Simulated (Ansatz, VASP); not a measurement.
**BaTiO3: VASP beside Ansatz**

POSCAR

```
BaTiO3
1.0
    3.9998000000      0.0000000000      0.0000000000
    0.0000000000      3.9998000000      0.0000000000
    0.0000000000      0.0000000000      4.0180000000
Ba Ti O
1 1 3
Direct
    0.0000000000      0.0000000000      0.0000000000
    0.5000000000      0.5000000000      0.5000000000
    0.5000000000      0.5000000000      0.0000000000
    0.5000000000      0.0000000000      0.5000000000
    0.0000000000      0.5000000000      0.5000000000
```

Contents of INCAR.step1:

```
SYSTEM = BaTiO3
PREC = Accurate
ENCUT = 660
ISMEAR = 0
SIGMA = 0.1
LREAL = .FALSE.
LASPH = .TRUE.
NELM = 200
ISPIN = 2
MAGMOM = 0 1 0 0 0
LMAXMIX = 4
NBANDS = 32
GGA = PE
ALGO = Normal
EDIFF = 1E-5
LWAVE = .TRUE.
LCHARG = .FALSE.
GGA_COMPAT = .FALSE.
```

File INCAR.step2:

```
SYSTEM = BaTiO3
PREC = Accurate
ENCUT = 660
EDIFF = 1E-6
ISMEAR = 0
SIGMA = 0.1
LREAL = .FALSE.
LASPH = .TRUE.
NELM = 200
ALGO = Normal
ISIF = 2
LWAVE = .FALSE.
LCHARG = .TRUE.
ISPIN = 2
MAGMOM = 0 1 0 0 0
LORBIT = 11
LMAXMIX = 4
METAGGA = R2SCAN
LMIXTAU = .TRUE.
LELF = .TRUE.
LVHAR = .TRUE.
NBANDS = 32
ISTART = 1
GGA_COMPAT = .FALSE.
```

The input KPOINTS:

```
Automatic mesh
0
G
  4 4 4
  0 0 0
```

Input for Ansatz:

```yaml
crystal:
  lattice:
    - [3.9998, 0.0, 0.0]
    - [0.0, 3.9998, 0.0]
    - [0.0, 0.0, 4.018]
  atoms:
    - { symbol: Ba, position: [0.0, 0.0, 0.0] }
    - { symbol: Ti, position: [0.5, 0.5, 0.5], spin: 1.0 }
    - { symbol: O, position: [0.5, 0.5, 0.0] }
    - { symbol: O, position: [0.5, 0.0, 0.5] }
    - { symbol: O, position: [0.0, 0.5, 0.5] }
basis:
  ecutwfc: 500
kpoints:
  mp_grid: { grid: [4, 4, 4] }
hamiltonian:
  xc: r2scan
scf:
  occupations: { method: gaussian, width: 0.1 }
  lower_state_search: "off"
output:
  forces: true
  stress: true
  eigenvalues: true
  populations: true
magnetization:
  spin_polarized: true
```

Alike in both runs: task single point; functional r2SCAN; k mesh 4 × 4 × 4; occupations gaussian, width 0.1 eV; collinear spin.

|  | VASP | Ansatz |
| --- | --- | --- |
| version | VASP 6.6.1 | Ansatz 0.2.0 |
| potentials or method | VASP PAW PBE potentials, release 64 (Ba_sv, Ti_sv, O), cutoff 660 eV | scalar-relativistic, plane waves, PAW |
| valence electrons in the cell | 40 | 40 |

|  | VASP | Ansatz | Ansatz less VASP |
| --- | --- | --- | --- |
| gap on the k mesh at the Fermi level (eV) | 2.10 | 2.12 | +0.021 |
| least direct gap on the mesh (eV) | 2.27 | 2.25 | -0.021 |
| pressure (GPa) | 0.2 | -1.5 | -1.77 |
| traceless stress, the component that is largest in VASP (GPa) | -0.62 | -0.58 | +0.033 |
| net moment per atom (μB) | 0.00 | 0.00 | 0.000 |

VASP's potentials were made for PBE, not for r2SCAN. With one functional, cell and mesh, what is left measures potentials, basis and numerics. Ansatz's warnings: seeded moment not kept, stability check not made.

Spin-orbit coupling is off throughout.
